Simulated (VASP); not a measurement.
Input of a VASP 6.6.1 run:

File INCAR:

```
SYSTEM = Ba3Zn
PREC     = Accurate       ! precision mode
ENCUT    = 600            ! plane-wave cutoff, eV
EDIFF    = 1E-6           ! SCF threshold, eV
ISMEAR   = 0              ! smearing method
SIGMA    = 0.1            ! smearing width, eV
LREAL    = .FALSE.        ! projectors in reciprocal space
LASPH    = .TRUE.         ! aspherical terms in the spheres
NELM     = 80             ! most SCF steps
ALGO     = Normal         ! electronic algorithm
ISIF     = 3              ! what is computed and relaxed
LWAVE    = .FALSE.        ! write WAVECAR
LCHARG   = .FALSE.        ! write CHGCAR
GGA      = PE             ! functional
IBRION   = 2              ! ionic algorithm
NSW      = 90             ! ionic steps
EDIFFG   = -0.04          ! ionic threshold
```

File KPOINTS:

```
Automatic mesh
0
G
  4 4 4
  0 0 0
```

File POSCAR:

```
Ba3Zn
1.0
    4.9889889682      0.0000000000      0.0000000000
    0.0000000000      4.9889889682      0.0000000000
    0.0000000000      0.0000000000      4.9889889682
Ba Zn
3 1
Direct
    0.0000000000      0.5000000000      0.5000000000
    0.5000000000      0.0000000000      0.5000000000
    0.5000000000      0.5000000000      0.0000000000
    0.0000000000      0.0000000000      0.0000000000
```

Potentials or basis: VASP PAW PBE potentials, release 64 (Ba_sv, Zn).

The run is started by

```sh
$ cat potpaw_PBE.64/Ba_sv/POTCAR potpaw_PBE.64/Zn/POTCAR > POTCAR
$ mpirun -np 1 vasp_std > vasp.out
```

Question: Estimate the band gap on the k mesh.

Answer: Zero (band 21 reaches 2.12 eV, above the bottom of band 22 at 1.82 eV).

Question: What does it give for the relaxed volume?

Answer: 47.10 Å³/atom.

Question: Estimate the space group after relaxing (to 0.05 Å).

Answer: Pm-3m (No. 221).

Step by step:
```tsv
step	energy change (eV)	largest force (eV/Å)	pressure (GPa)	volume (Å³)
1	0.0000	0.0000	9.49	124.18
2	-1.1626	0.0000	2.13	160.25
3	-1.3047	0.0000	0.68	176.77
4	-1.2187	0.0000	-1.12	213.13
5	-1.3243	0.0000	-0.10	188.40
```

Caveat: the volume moved by over 15 % at a fixed basis, so the end points are rough; spin-orbit coupling is left out, which moves the levels of the heavy elements.
